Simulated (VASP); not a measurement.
MgCuGe:

```xyz
6
Lattice="4.0053 0.0000 0.0000 0.0000 4.0053 0.0000 0.0000 0.0000 6.3948" Properties=species:S:1:pos:R:3 pbc="T T T"
Mg    0.0000    0.0000    0.0000
Mg    2.0027    2.0027    0.0000
Cu    0.0000    2.0027    1.9059
Cu    2.0027    0.0000    4.4888
Ge    0.0000    2.0027    4.3355
Ge    2.0027    0.0000    2.0592
```

Base run:

* Program: VASP 6.6.1
* Functional: PBEsol
* Potentials or basis: VASP PAW PBE potentials, release 64 (Mg, Cu, Ge_d)
* Cutoff: 520 eV
* k mesh: 6 × 6 × 4
* Occupations: fermi-dirac, width 0.15 eV
* Spin: no spin polarisation

Its results: band gap on the k mesh zero (bands 27 and 28 overlap by 3.72 eV); pressure -2.5 GPa; largest force 0.214 eV/Å.

Problem. The run is repeated on the same cell with these changes: functional from PBEsol to RPBE. What comes out?

Solution. Band gap on the k mesh zero (bands 27 and 28 overlap by 3.71 eV); pressure 3.0 GPa; largest force 0.048 eV/Å.

RPBE binds less tightly than PBEsol, so the same cell stands under more pressure.

Caveats: the PAW data sets were made with another functional, which shifts forces and pressure a little.
